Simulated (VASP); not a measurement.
Runs of VASP 6.6.1 on CuI (zincblende type). The structure is cubic, space group F-43m (No. 216). Conventional cell: a = 6.079 Å, b = 6.079 Å, c = 6.079 Å, α = 90.00°, β = 90.00°, γ = 90.00°. Within 3.5 Å of Cu (site symmetry -43m) lie 4 I at 2.63 Å. I (site symmetry -43m) has 4 Cu at 2.63 Å within 3.5 Å. 

```csv
task,level,potentials or basis,spin,gap on the mesh (eV),pressure (GPa),moment (μB)
single point,PBE,"VASP PAW PBE potentials, release 64 (Cu, I)",off,1.12,0.0,-
single point,LDA,"VASP PAW LDA potentials, release 64 (Cu, I)",off,0.98,(a),-
electric field gradients,PBE,"VASP PAW PBE potentials, release 64 (Cu, I)","non-collinear, zero start, SOC",-,(b),0.00
electric field gradients,LDA,"VASP PAW LDA potentials, release 64 (Cu, I)",off,0.98,-4.6,-
single point,PBE,"VASP PAW PBE potentials, release 64 (Cu, I)","non-collinear, zero start, SOC",-,0.4,0.00
```

Alike in all rows: cell as given; k mesh 12 × 12 × 12; cutoff (eV) 520; smearing fermi-dirac 0.05 eV.

Task: Estimate the missing entries.

Result: (a) -4.5; (b) 0.1.

Caveats: spin-orbit coupling is left out, which moves the levels of the heavy elements (at least some runs); the cell stands under tension (at least some runs).

A k mesh can miss the band edges, and rows without SOC leave out spin-orbit coupling on I.
